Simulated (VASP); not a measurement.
# Mg3NO3 in VASP: further runs

Mg3NO3 is run at these levels: PBE; tasks: single point.

All numbers are computed with VASP 6.6.1; they aren't measurements. Logs are shortened: lines on timing, memory, paths and dates and some standing lists are left out, and cuts for length are marked.

## 1. The cell of the first run

The cell holds a slab with vacuum, 7 atoms: a = 3.009 Å, b = 3.009 Å, c = 19.780 Å, α = 90.00°, β = 90.00°, γ = 90.00°.

## 2. Single point, PBE, collinear spin, ferromagnetic start

INCAR

```
SYSTEM = Mg3NO3
PREC     = Accurate       ! precision mode
ENCUT    = 520            ! plane-wave cutoff, eV
EDIFF    = 1E-6           ! SCF threshold, eV
ISMEAR   = 0              ! smearing method
SIGMA    = 0.05           ! smearing width, eV
LREAL    = .FALSE.        ! projectors in reciprocal space
LASPH    = .TRUE.         ! aspherical terms in the spheres
NELM     = 150            ! most SCF steps
ALGO     = Normal         ! electronic algorithm
ISIF     = 2              ! what is computed and relaxed
LWAVE    = .FALSE.        ! write WAVECAR
LCHARG   = .TRUE.         ! write CHGCAR
ISPIN    = 2              ! spin polarisation
MAGMOM   = 0 0 0 0 0 0 3  ! initial moments
LORBIT   = 11             ! projections on sites
LDIPOL   = .TRUE.       
IDIPOL   = 3            
DIPOL    = 0.5 0.5 0.336
GGA      = PE             ! functional
LELF     = .TRUE.         ! ELF
LVHAR    = .TRUE.       
LVACPOTAV= .TRUE.       
NBANDS   = 28             ! bands
```

KPOINTS

```
regular mesh
0
G
  9 9 1
  0 0 0
```

POSCAR

```
Mg3NO3
1.0
    3.0085896333      0.0000000000      0.0000000000
    0.0000000000      3.0085896333      0.0000000000
    0.0000000000      0.0000000000     19.7799623295
Mg O N
3 3 1
Direct
    0.5000000000      0.5000000000      0.2022248543
    0.0000000000      0.0000000000      0.3100331114
    0.5000000000      0.5000000000      0.4161289115
    0.0000000000      0.0000000000      0.2022248543
    0.5000000000      0.5000000000      0.3095409233
    0.0000000000      0.0000000000      0.4186035439
    0.0000000000      0.0000000000      0.4964978579
```

Potentials or basis: VASP PAW PBE potentials, release 64 (Mg, O, N).

Command:

```bash
$ cat potpaw_PBE.64/Mg/POTCAR potpaw_PBE.64/O/POTCAR potpaw_PBE.64/N/POTCAR > POTCAR
$ mpirun -np 1 vasp_std > vasp.out
```

OUTCAR:

```text
SYSTEM = Mg3NO3
   PREC = Accurate
   ENCUT = 520
   EDIFF = 1E-6
   ISMEAR = 0
   LREAL = .FALSE.
   LASPH = .TRUE.
   NELM = 150
   ISIF = 2
   ISPIN = 2
   LORBIT = 11
   GGA = PE

 ion  position               nearest neighbor table
   1  0.500  0.500  0.202-   5 2.12   4 2.13   4 2.13   4 2.13   4 2.13   2 3.01   2 3.01   2 3.01
                             2 3.01
   2  0.000  0.000  0.310-   5 2.13   5 2.13   5 2.13   5 2.13   4 2.13   6 2.15   3 2.99   3 2.99
                             3 2.99   3 2.99   1 3.01   1 3.01   1 3.01   1 3.01
   3  0.500  0.500  0.416-   5 2.11   6 2.13   6 2.13   6 2.13   6 2.13   7 2.66   7 2.66   7 2.66
                             7 2.66   2 2.99   2 2.99   2 2.99   2 2.99
   4  0.000  0.000  0.202-   1 2.13   1 2.13   1 2.13   1 2.13   2 2.13
   5  0.500  0.500  0.310-   3 2.11   1 2.12   2 2.13   2 2.13   2 2.13   2 2.13
   6  0.000  0.000  0.419-   7 1.54   3 2.13   3 2.13   3 2.13   3 2.13   2 2.15
   7  0.000  0.000  0.496-   6 1.54   3 2.66   3 2.66   3 2.66   3 2.66

  LATTYP: Found a simple tetragonal cell.
 ALAT       =     3.0085896333
 C/A-ratio  =     6.5744966048

  Lattice vectors:

 A1 = (   3.0085896333,   0.0000000000,   0.0000000000)
 A2 = (   0.0000000000,   3.0085896333,   0.0000000000)
 A3 = (   0.0000000000,   0.0000000000,  19.7799623295)

Analysis of symmetry for initial positions (statically):
=====================================================================
 Subroutine PRICEL returns:
 Original cell was already a primitive cell.

 Routine SETGRP: Setting up the symmetry group for a
 simple tetragonal supercell.

 Subroutine GETGRP returns: Found  8 space group operations
 (whereof  8 operations were pure point group operations)
 out of a pool of 16 trial point group operations.

The static configuration has the point symmetry C_4v.

Analysis of symmetry for dynamics (positions and initial velocities):
=====================================================================
 Subroutine PRICEL returns:
 Original cell was already a primitive cell.

 Routine SETGRP: Setting up the symmetry group for a
 simple tetragonal supercell.

 Subroutine GETGRP returns: Found  8 space group operations
 (whereof  8 operations were pure point group operations)
 out of a pool of 16 trial point group operations.

The dynamic configuration has the point symmetry C_4v.

Analysis of structural, dynamic, and magnetic symmetry:
=====================================================================
 Subroutine PRICEL returns:
 Original cell was already a primitive cell.

 Routine SETGRP: Setting up the symmetry group for a
 simple tetragonal supercell.

 Subroutine GETGRP returns: Found  8 space group operations
 (whereof  8 operations were pure point group operations)
 out of a pool of 16 trial point group operations.

The overall configuration has the point symmetry C_4v.

 Subroutine INISYM returns: Found  8 space group operations
 (whereof  8 operations are pure point group operations),
 and found     1 'primitive' translations

----------------------------------------------------------------------------------------

                                     Primitive cell

  volume of cell :     179.0405

  direct lattice vectors                    reciprocal lattice vectors
     3.008589633  0.000000000  0.000000000     0.332381654  0.000000000  0.000000000
     0.000000000  3.008589633  0.000000000     0.000000000  0.332381654  0.000000000
     0.000000000  0.000000000 19.779962330     0.000000000  0.000000000  0.050556214

  length of vectors
     3.008589633  3.008589633 19.779962330     0.332381654  0.332381654  0.050556214

  position of ions in fractional coordinates (direct lattice)
     0.500000000  0.500000000  0.202224854
     0.000000000  0.000000000  0.310033111
     0.500000000  0.500000000  0.416128912
     0.000000000  0.000000000  0.202224854
     0.500000000  0.500000000  0.309540923
     0.000000000  0.000000000  0.418603544
     0.000000000  0.000000000  0.496497858

  ion indices of the primitive-cell ions
   primitive index   ion index
                 1           1
                 2           2
                 3           3
                 4           4
                 5           5
[... 52 lines left out ...]
   NGX,Y,Z   is equivalent  to a cutoff of  13.26, 13.26, 12.61 a.u.
   NGXF,Y,Z  is equivalent  to a cutoff of  26.52, 26.52, 25.21 a.u.
 SYSTEM =  Mg3NO3
   PREC   = accura    normal or accurate (medium, high low for compatibility)
   ISTART =      0    job   : 0-new  1-cont  2-samecut
   ICHARG =      2    charge: 1-file 2-atom 10-const
   ISPIN  =      2    spin polarized calculation?
   LNONCOLLINEAR =      F non collinear calculations
   LSORBIT =      F    spin-orbit coupling
   LASPH  =      T    aspherical Exc in radial PAW
   ENCUT  =  520.0 eV  38.22 Ry    6.18 a.u.   5.59  5.59 36.78*2*pi/ulx,y,z
   NELM   =    150;   NELMIN=  2; NELMDL= -5     # of ELM steps
   EDIFF  = 0.1E-05   stopping-criterion for ELM
   LREAL  =      F    real-space projection
   EDIFFG = 0.1E-04   stopping-criterion for IOM
   NSW    =      0    number of steps for IOM
   IBRION =     -1    ionic relax: 0-MD 1-quasi-New 2-CG
   NFREE  =      0    steps in history (QN), initial steepest desc. (CG)
   ISIF   =      2    stress and relaxation
   ISYM   =      2    0-nonsym 1-usesym 2-fastsym
   POTIM  = 0.5000    time-step for ionic-motion
   TEBEG  =    0.0;   TEEND  =   0.0 temperature during run
   PSTRESS=    0.0 pullay stress
   NELECT =      29.0000    total number of electrons
   NUPDOWN=      -1.0000    fix difference up-down
   EMIN   =  10.00;   EMAX   =-10.00  energy-range for DOS
   EFERMI =   0.00;   METHOD = LEGACY
   ISMEAR =     0;   SIGMA  =   0.05  broadening in eV -4-tet -1-fermi 0-gaus
   EFERMI_NEDOS =   21; number of points for ismear=-14 and -15
   IALGO  =     38    algorithm
   IMIX   =      4    mixing-type and parameters
     AMIX     =   0.40;   BMIX     =  1.00
     AMIX_MAG =   1.60;   BMIX_MAG =  1.00
  volume/ion in A,a.u.               =      25.58       172.60
  Fermi-wavevector in a.u.,A,eV,Ry     =   0.892395  1.686382 10.835251  0.796369
  Thomas-Fermi vector in A             =   2.014338
   LORBIT       =     11    0 simple, 1 ext, 2 COOP (PROOUT), +10 PAW based schemes
   GGA     = PE    functional components
   LHFCALC =     F    Hartree Fock is set to
   AEXX    =    0.0000 exact exchange contribution
   IVDW    =     0    specifies the selected vdW correction
   LEPSILON=     F    determine dielectric tensor
   LRPA    =     F    only Hartree local field effects (RPA)
 spin polarized calculation
 Gauss-broadening in eV      SIGMA  =   0.05
  energy-cutoff  :      520.00
  volume of cell :      179.04
 maximum number of plane-waves:      4849
 NGX is ok and might be reduce to    24
   NGX = 11   NGY = 11   NGZ = 73

 dipolmoment           0.000000      0.000000     -0.000004 electrons x Angstroem

 number of electron      29.0000006 magnetization       1.0826409

 dipolmoment           0.000000      0.000000      0.223128 electrons x Angstroem

 Free energy of the ion-electron system (eV)
  ---------------------------------------------------
  ext. energy  EPLUGINS =         0.00000000
  ---------------------------------------------------
  free energy    TOTEN  =       -37.79994789 eV

  energy without entropy =      -37.79721311  energy(sigma->0) =      -37.79858050

 E-fermi :  -0.1149     XC(G=0):  -4.9638

 val. band max:       -0.1181565506   @ k =   0.2222   0.0000   0.0000
 cond. band min:      -0.1079964249   @ k =   0.1111   0.0000   0.0000
 fundamental gap:      0.0101601257
 Fermi energy:        -0.1148590488

 spin component 1

 k-point     1 :       0.0000    0.0000    0.0000
  band No.  band energies     occupation
      1     -23.0019      1.00000
      2     -21.1099      1.00000
      3     -19.8170      1.00000
      4     -14.2418      1.00000
      5      -7.8960      1.00000
      6      -6.6223      1.00000
[... 424 lines left out ...]
     25       8.0256      0.00000
     26       8.5784      0.00000
 Fermi energy:        -0.1148590488

 spin component 2

 k-point     1 :       0.0000    0.0000    0.0000
  band No.  band energies     occupation
      1     -22.8066      1.00000
      2     -21.1009      1.00000
      3     -19.8152      1.00000
      4     -13.2718      1.00000
      5      -7.7172      1.00000
      6      -6.3715      1.00000
[... 424 lines left out ...]
     25       8.0333      0.00000
     26       8.6002      0.00000
 [bands above 26 left out]

------------------------ aborting loop because EDIFF is reached ----------------------------------------

  FORCE on cell =-STRESS in cart. coord.  units (eV):
  Direction    XX          YY          ZZ          XY          YZ          ZX
  --------------------------------------------------------------------------------------
  -------------------------------------------------------------------------------------
  Total       -2.3951620     -2.3951620      0.2913784      0.0000000      0.0000000      0.0000000
  in kB      -21.4335500    -21.4335500      2.6074534      0.0000000      0.0000000      0.0000000
  external PRESSURE =     -13.4198822 kB  Pullay stress =       0.0000000 kB

 VOLUME and BASIS-vectors are now :
 -----------------------------------------------------------------------------
  energy-cutoff  :      520.00
  volume of cell :      179.04
      direct lattice vectors                 reciprocal lattice vectors
     3.008589633  0.000000000  0.000000000     0.332381654  0.000000000  0.000000000
     0.000000000  3.008589633  0.000000000     0.000000000  0.332381654  0.000000000
     0.000000000  0.000000000 19.779962330     0.000000000  0.000000000  0.050556214

 POSITION                                       TOTAL-FORCE (eV/Angst)
 -----------------------------------------------------------------------------------
      1.50429      1.50429      4.00000         0.000000     -0.000000     -0.168216
      0.00000      0.00000      6.13244         0.000000      0.000000     -0.841765
      1.50429      1.50429      8.23101         0.000000      0.000000      2.599006
      0.00000      0.00000      4.00000        -0.000000      0.000000      0.134945
      1.50429      1.50429      6.12271         0.000000      0.000000      0.741588
      0.00000      0.00000      8.27996         0.000000      0.000000     -2.560919
      0.00000      0.00000      9.82071         0.000000      0.000000      0.095362
 -----------------------------------------------------------------------------------
    total drift:                                0.000000      0.000000     -0.001924

  FREE ENERGIE OF THE ION-ELECTRON SYSTEM (eV)
  ---------------------------------------------------
  free  energy   TOTEN  =       -37.7999478890 eV

  energy  without entropy=      -37.7972131098  energy(sigma->0) =      -37.79858050

 vacuum level on the upper side and lower side of the slab         6.390         1.914

 total charge

# of ion       s       p       d       tot
------------------------------------------
    1        0.143   0.148   0.061   0.353
    2        0.146   0.167   0.073   0.386
    3        0.121   0.148   0.066   0.336
    4        1.546   3.488   0.000   5.034
    5        1.546   3.537   0.000   5.083
    6        1.552   3.512   0.000   5.064
    7        1.358   2.053   0.000   3.411
--------------------------------------------------
tot          6.413  13.055   0.200  19.667

 magnetization (x)

# of ion       s       p       d       tot
------------------------------------------
    1        0.001   0.000   0.000   0.001
    2        0.000  -0.000  -0.000  -0.000
    3       -0.002  -0.002   0.001  -0.003
    4        0.000   0.000   0.000   0.001
    5        0.000  -0.000   0.000   0.000
    6        0.000   0.053   0.000   0.053
    7        0.021   0.724   0.000   0.744
--------------------------------------------------
tot          0.020   0.774   0.001   0.796
```

Run time: 9.1 min. Hardware: 1 thread of Intel Xeon 8259CL, shared host; peak memory 0.4 GiB.

What came out:

```
Free energy                                           : -37.7999 eV
Largest force                                         : 2.599 eV/Å
Net moment                                            : 1.08 μB per cell
Site moments                                          : Mg +0.00, -0.00 (each value once); O +0.00, +0.05 (each value once); N +0.74 μB
Valence electrons inside the program's atomic spheres : Mg 0.35, 0.39, 0.34; O 5.03, 5.08, 5.06; N 3.41
```

Forces on the atoms (eV/Å):
```
Mg   0.000  0.000 -0.168
Mg   0.000  0.000 -0.842
Mg   0.000  0.000  2.599
O    0.000  0.000  0.135
O    0.000  0.000  0.742
O    0.000  0.000 -2.561
N    0.000  0.000  0.095
```

## 3. Single point, PBE, collinear spin, ferromagnetic start

INCAR

```
SYSTEM = Mg3NO3
PREC = Accurate
ENCUT = 520
EDIFF = 1E-6
ISMEAR = 0
SIGMA = 0.05
LREAL = .False.
LASPH = .True.
NELM = 150
ALGO = Normal
ISIF = 2
LWAVE = .False.
LCHARG = .True.
ISPIN = 2
MAGMOM = 0 0 0 0 0 0 3
LORBIT = 11
LDIPOL = .True.
IDIPOL = 3
DIPOL = 0.5 0.5 0.343
GGA = PE
LELF = .True.
LVHAR = .True.
LVACPOTAV = .True.
NBANDS = 28
```

KPOINTS

```
regular mesh
0
Gamma
  9 9 1
  0 0 0
```

Edit POSCAR of step 2 so:

```diff
@@ -14,2 +14,2 @@
     0.0000000000      0.0000000000      0.4186035439
-    0.0000000000      0.0000000000      0.4964978579
+    0.5000000000      0.5000000000      0.5394114590
```

Potentials or basis: VASP PAW PBE potentials, release 64 (Mg, O, N).

Command:

```bash
$ cat potpaw_PBE.64/Mg/POTCAR potpaw_PBE.64/O/POTCAR potpaw_PBE.64/N/POTCAR > POTCAR
$ mpirun -np 1 vasp_std > vasp.out
```

Run time: 7.6 min. Hardware: 1 thread of Intel Xeon 8259CL, shared host; peak memory 0.4 GiB.

Results (log left out):

* Free energy: -37.8712 eV
* Largest force: 0.454 eV/Å
* Band gap on the k mesh: 0.99 eV (least direct gap 1.10 eV)
* Net moment: 3.00 μB per cell
* Site moments: Mg +0.00; O +0.00, +0.01, +0.12; N +1.89 μB
* Valence electrons inside the program's atomic spheres: Mg 0.35, 0.39, 0.36; O 5.03, 5.08, 5.02; N 3.30

Forces in eV/Å, atoms in the order of the input:
```
Mg   0.000  0.000  0.454
Mg   0.000  0.000 -0.016
Mg   0.000  0.000  0.447
O    0.000  0.000 -0.431
O    0.000  0.000 -0.014
O    0.000  0.000 -0.431
N    0.000  0.000 -0.009
```

Levels at points of the mesh, in eV from the valence-band top:
Spin up:
```csv
k point,band 14,band 15,band 16,band 17,band 18,band 19
"(0.00, 0.00, 0.00)",-0.46,-0.07,-0.07,3.24,5.06,5.55
```
Spin down:
```
           k point  band 10  band 11  band 12  band 13  band 14  band 15  band 16  band 17
(0.00, 0.00, 0.00)    -0.43    -0.43     0.00     0.00     1.18     3.27     3.38     3.38
```
